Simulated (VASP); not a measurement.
Au, 2 atoms in the cell. Symmetry: P6_3/mmc, No. 194, hexagonal system. Conventional cell: a = 2.900 Å, b = 2.900 Å, c = 4.880 Å, α = 90.00°, β = 90.00°, γ = 120.00°. Within 3.8 Å of Au (site symmetry -6m2) lie 12 Au at 2.90 to 2.96 Å. 

| Item | Value |
| --- | --- |
| Program | VASP 6.6.1 |
| Task | single point |
| Functional | PBE |
| Potentials or basis | VASP PAW PBE potentials, release 64 (Au) |
| Cutoff | 520 eV |
| k mesh | 18 × 18 × 10 |
| Occupations | fermi-dirac, width 0.05 eV |
| Spin | no spin polarisation |
| Dipole correction | no |
| Further INCAR settings | ALGO = Normal; EDIFF = 1e-06; NBANDS = 18 |

Potentials or basis: VASP PAW PBE potentials, release 64 (Au).

Launch:

```sh
$ cat potpaw_PBE.64/Au/POTCAR > POTCAR
$ mpirun -np 1 vasp_std > vasp.out
```

Hardware: 1 thread of Intel(R) Xeon(R) 6975P-C (Granite Rapids), with other jobs on the host.

Task: How long does it take, and how much memory?

Result: It took 31 s on 1 thread of Intel(R) Xeon(R) 6975P-C (Granite Rapids), on a shared host, peak memory 0.24 GiB. Counts: scf iterations 11, k points 222.
